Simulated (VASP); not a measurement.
# Zr (P6_3/mmc) in VASP: notebook

The runs below take Zr through single point, with RPBE.

Everything below comes from runs of VASP 6.6.1. Logs are shortened: lines on timing, memory, paths and dates and some standing lists are left out, and cuts for length are marked.

## 1. The cell of the first run

The structure is hexagonal, space group P6_3/mmc (No. 194). The conventional cell has a = 3.335 Å, b = 3.335 Å, c = 10.774 Å, α = 90.00°, β = 90.00°, γ = 120.00°. Within 4.4 Å of Zr (site symmetry -3m) lie 12 Zr at 3.31 to 3.33 Å. Zr (site symmetry -6m2) has 12 Zr at 3.31 to 3.33 Å within 4.4 Å.

## 2. Single point, RPBE (25.94 Å³/atom)

INCAR reads:

```
ALGO     = Normal         # electronic algorithm
EDIFF    = 1E-7           # SCF threshold, eV
ENCUT    = 520            # plane-wave cutoff, eV
GGA      = RP             # functional
ISIF     = 2              # what is computed and relaxed
ISMEAR   = -1             # smearing method
LASPH    = True           # aspherical terms in the spheres
LCHARG   = False          # write CHGCAR
LREAL    = False          # projectors in reciprocal space
LWAVE    = False          # write WAVECAR
NBANDS   = 32             # bands
NELM     = 100            # most SCF steps
PREC     = Accurate       # precision mode
SIGMA    = 0.1            # smearing width, eV
```

KPOINTS reads:

```
k-points
0
Gamma
  13 13 4
```

POSCAR reads:

```
Zr
1.0
    3.3347873905      0.0000000000      0.0000000000
   -1.6673936952      2.8880105964      0.0000000000
    0.0000000000      0.0000000000     10.7738866714
Zr
4
Direct
    0.0000000000      1.0000000000      1.0000000000
    0.0000000000      1.0000000000      0.5000000000
    0.3333333333      0.6666666667      0.2500000000
    0.6666666667      0.3333333333      0.7500000000
```

Potentials or basis: VASP PAW PBE potentials, release 64 (Zr_sv).

The run is started by

```sh
> cat potpaw_PBE.64/Zr_sv/POTCAR > POTCAR
> mpirun -np 1 vasp_std > vasp.out
```

OUTCAR:

```text
EDIFF = 1E-7
   ENCUT = 520
   GGA = RP
   ISIF = 2
   ISMEAR = -1
   LASPH = True
   LREAL = False
   NELM = 100
   PREC = Accurate

 ion  position               nearest neighbor table
   1  0.000  0.000  0.000-   3 3.31   4 3.31   3 3.31   4 3.31   4 3.31   3 3.31
   2  0.000  0.000  0.500-   3 3.31   4 3.31   3 3.31   4 3.31   4 3.31   3 3.31
   3  0.333  0.667  0.250-   1 3.31   2 3.31   1 3.31   2 3.31   1 3.31   2 3.31
   4  0.667  0.333  0.750-   1 3.31   2 3.31   1 3.31   2 3.31   1 3.31   2 3.31

  LATTYP: Found a hexagonal cell.
 ALAT       =     3.3347873905
 C/A-ratio  =     3.2307566899

  Lattice vectors:

 A1 = (   3.3347873905,   0.0000000000,   0.0000000000)
 A2 = (  -1.6673936952,   2.8880105964,   0.0000000000)
 A3 = (   0.0000000000,   0.0000000000,  10.7738866714)

Analysis of symmetry for initial positions (statically):
=====================================================================
 Subroutine PRICEL returns:
 Original cell was already a primitive cell.

 Routine SETGRP: Setting up the symmetry group for a
 hexagonal supercell.

 Subroutine GETGRP returns: Found 24 space group operations
 (whereof 12 operations were pure point group operations)
 out of a pool of 24 trial point group operations.

The static configuration has the point symmetry D_3d.
 The point group associated with its full space group is D_6h.

Analysis of symmetry for dynamics (positions and initial velocities):
=====================================================================
 Subroutine PRICEL returns:
 Original cell was already a primitive cell.

 Routine SETGRP: Setting up the symmetry group for a
 hexagonal supercell.

 Subroutine GETGRP returns: Found 24 space group operations
 (whereof 12 operations were pure point group operations)
 out of a pool of 24 trial point group operations.

The dynamic configuration has the point symmetry D_3d.
 The point group associated with its full space group is D_6h.

 Subroutine INISYM returns: Found 24 space group operations
 (whereof 12 operations are pure point group operations),
 and found     1 'primitive' translations

----------------------------------------------------------------------------------------

                                     Primitive cell

  volume of cell :     103.7622

  direct lattice vectors                    reciprocal lattice vectors
     3.334787390  0.000000000  0.000000000     0.299869192  0.173129559  0.000000000
[... 90 lines left out ...]
   EDIFF  = 0.1E-06   stopping-criterion for ELM
   LREAL  =      F    real-space projection
   EDIFFG = 0.1E-05   stopping-criterion for IOM
   NSW    =      0    number of steps for IOM
   IBRION =     -1    ionic relax: 0-MD 1-quasi-New 2-CG
   NFREE  =      0    steps in history (QN), initial steepest desc. (CG)
   ISIF   =      2    stress and relaxation
   ISYM   =      2    0-nonsym 1-usesym 2-fastsym
   POTIM  = 0.5000    time-step for ionic-motion
   TEBEG  =    0.0;   TEEND  =   0.0 temperature during run
   PSTRESS=    0.0 pullay stress
   NELECT =      48.0000    total number of electrons
   NUPDOWN=      -1.0000    fix difference up-down
   EMIN   =  10.00;   EMAX   =-10.00  energy-range for DOS
   EFERMI =   0.00;   METHOD = LEGACY
   ISMEAR =    -1;   SIGMA  =   0.10  broadening in eV -4-tet -1-fermi 0-gaus
   EFERMI_NEDOS =   21; number of points for ismear=-14 and -15
   IALGO  =     38    algorithm
   IMIX   =      4    mixing-type and parameters
     AMIX     =   0.40;   BMIX     =  1.00
     AMIX_MAG =   1.60;   BMIX_MAG =  1.00
  volume/ion in A,a.u.               =      25.94       175.06
  Fermi-wavevector in a.u.,A,eV,Ry     =   1.266122  2.392623 21.811013  1.603064
  Thomas-Fermi vector in A             =   2.399339
   LORBIT       =      0    0 simple, 1 ext, 2 COOP (PROOUT), +10 PAW based schemes
   GGA     = RP    functional components
   LHFCALC =     F    Hartree Fock is set to
   AEXX    =    0.0000 exact exchange contribution
   IVDW    =     0    specifies the selected vdW correction
   LEPSILON=     F    determine dielectric tensor
   LRPA    =     F    only Hartree local field effects (RPA)
 non-spin polarized calculation
  energy-cutoff  :      520.00
  volume of cell :      103.76
 maximum number of plane-waves:      2816
 NGX is ok and might be reduce to    28
   NGX = 13   NGY = 13   NGZ = 41

 number of electron      47.9999999 magnetization

 Free energy of the ion-electron system (eV)
  ---------------------------------------------------
  ext. energy  EPLUGINS =         0.00000000
  ---------------------------------------------------
  free energy    TOTEN  =       -32.16208401 eV

  energy without entropy =      -31.93887655  energy(sigma->0) =      -32.05048028

 E-fermi :   7.8406     XC(G=0): -10.5252

 val. band max:        7.8406265574   @ k =   0.4615   0.0769   0.2500
 cond. band min:       7.8526416484   @ k =   0.1538   0.1538   0.2500
 fundamental gap:      0.0120150910
 Fermi energy:         7.8406309615

 k-point     1 :       0.0000    0.0000    0.0000
  band No.  band energies     occupation
      1     -41.1717      2.00000
      2     -41.1321      2.00000
      3     -41.1193      2.00000
      4     -41.0792      2.00000
      5     -19.4937      2.00000
      6     -19.1729      2.00000
[... 829 lines left out ...]
     31       9.3745      0.00000
     32       9.4925      0.00000

 [... further k-points ...]

------------------------ aborting loop because EDIFF is reached ----------------------------------------

  FORCE on cell =-STRESS in cart. coord.  units (eV):
  Direction    XX          YY          ZZ          XY          YZ          ZX
  --------------------------------------------------------------------------------------
  -------------------------------------------------------------------------------------
  Total       -3.6909567     -3.6909567     -3.9355339     -0.0000000      0.0000000     -0.0000000
  in kB      -56.9915144    -56.9915144    -60.7679952     -0.0000000      0.0000000     -0.0000000
  external PRESSURE =     -58.2503413 kB  Pullay stress =       0.0000000 kB

 VOLUME and BASIS-vectors are now :
 -----------------------------------------------------------------------------
  energy-cutoff  :      520.00
  volume of cell :      103.76
      direct lattice vectors                 reciprocal lattice vectors
     3.334787390  0.000000000  0.000000000     0.299869192  0.173129559  0.000000000
    -1.667393695  2.888010596  0.000000000     0.000000000  0.346259117  0.000000000
     0.000000000  0.000000000 10.773886671     0.000000000  0.000000000  0.092817015

 POSITION                                       TOTAL-FORCE (eV/Angst)
 -----------------------------------------------------------------------------------
      0.00000      0.00000      0.00000         0.000000      0.000000      0.000000
      0.00000      0.00000      5.38694         0.000000      0.000000      0.000000
     -0.00000      1.92534      2.69347        -0.000000      0.000000      0.000000
      1.66739      0.96267      8.08042         0.000000     -0.000000      0.000000
 -----------------------------------------------------------------------------------
    total drift:                                0.000000     -0.000000      0.000000

  FREE ENERGIE OF THE ION-ELECTRON SYSTEM (eV)
  ---------------------------------------------------
  free  energy   TOTEN  =       -32.1620840060 eV

  energy  without entropy=      -31.9388765497  energy(sigma->0) =      -32.05048028
```

stdout:

```text
POSCAR found type information on POSCAR Zr
 POSCAR found :  1 types and       4 ions
 scaLAPACK will be used
 -----------------------------------------------------------------------------
|                                                                             |
|                                                                             |
|     You enforced a specific xc type in the INCAR file but a different       |
|     I HOPE YOU KNOW WHAT YOU ARE DOING!                                     |
|                                                                             |
 -----------------------------------------------------------------------------

 LDA part: xc-table for (Slater+PW92), standard interpolation
 POSCAR, INCAR and KPOINTS ok, starting setup
 FFT: planning ... GRIDC
 FFT: planning ... GRID_SOFT
 FFT: planning ... GRID
 WAVECAR not read
 entering main loop
```

Run time: 2.8 min. Hardware: 1 thread of AMD EPYC 9R45 (Zen 5), shared host; peak memory 0.29 GiB.

What came out:

* Free energy: -32.1621 eV
* Pressure: -5.8 GPa
* Band gap on the k mesh: zero (bands 24 and 25 overlap by 1.27 eV)

Stress tensor (GPa, compression positive):
```
-5.70  0.00  0.00
 0.00 -5.70  0.00
 0.00  0.00 -6.08
```

Levels at points of the mesh, in eV from the Fermi level:
```tsv
k point	band 21	band 22	band 23	band 24	band 25	band 26	band 27	band 28
(0.00, 0.00, 0.00)	0.05	0.09	0.76	0.76	0.79	0.85	0.85	0.97
(0.00, 0.00, 0.50)	0.23	0.23	0.63	0.63	0.90	0.90	0.90	0.90
```

Caveat: the cell stands under tension; the PAW data sets were made with another functional, which shifts forces and pressure a little.

## 3. Single point, RPBE (26.90 Å³/atom)

This run uses another cell than the first one, of 26.90 Å³/atom.

INCAR reads:

```
ALGO     = Normal         # electronic algorithm
EDIFF    = 1E-6           # SCF threshold, eV
ENCUT    = 520            # plane-wave cutoff, eV
GGA      = RP             # functional
ISIF     = 2              # what is computed and relaxed
ISMEAR   = -1             # smearing method
LASPH    = True           # aspherical terms in the spheres
LCHARG   = True           # write CHGCAR
LELF     = True           # ELF
LREAL    = False          # projectors in reciprocal space
LVHAR    = True         
LWAVE    = False          # write WAVECAR
NBANDS   = 32             # bands
NELM     = 80             # most SCF steps
PREC     = Accurate       # precision mode
SIGMA    = 0.1            # smearing width, eV
```

KPOINTS is that of step 2.

POSCAR reads:

```
Zr
1.0
    3.3754595378      0.0000000000      0.0000000000
   -1.6877297689      2.9232337092      0.0000000000
    0.0000000000      0.0000000000     10.9052884836
Zr
4
Direct
    0.0000000000      1.0000000000      1.0000000000
    0.0000000000      1.0000000000      0.5000000000
    0.3333333333      0.6666666667      0.2500000000
    0.6666666667      0.3333333333      0.7500000000
```

Potentials or basis: VASP PAW PBE potentials, release 64 (Zr_sv).

The run is started by

```sh
> cat potpaw_PBE.64/Zr_sv/POTCAR > POTCAR
> mpirun -np 1 vasp_std > vasp.out
```

Run time: 2.9 min. Hardware: 1 thread of AMD EPYC 9R45 (Zen 5), shared host; peak memory 0.29 GiB.

It converged, with:

```
Free energy            : -31.9964 eV
Pressure               : -8.1 GPa
Band gap on the k mesh : zero (bands 24 and 25 overlap by 1.24 eV)
```

Stress tensor (GPa, compression positive):
```
-7.94  0.00  0.00
 0.00 -7.94  0.00
 0.00  0.00 -8.38
```

Levels at points of the mesh, in eV from the Fermi level:
| k point | band 22 | band 23 | band 24 | band 25 | band 26 | band 27 |
| --- | --- | --- | --- | --- | --- | --- |
| (0.00, 0.00, 0.00) | 0.09 | 0.70 | 0.75 | 0.75 | 0.83 | 0.83 |
| (0.00, 0.00, 0.50) | 0.19 | 0.62 | 0.62 | 0.89 | 0.89 | 0.89 |

Caveat: the cell stands under tension; the PAW data sets were made with another functional, which shifts forces and pressure a little.
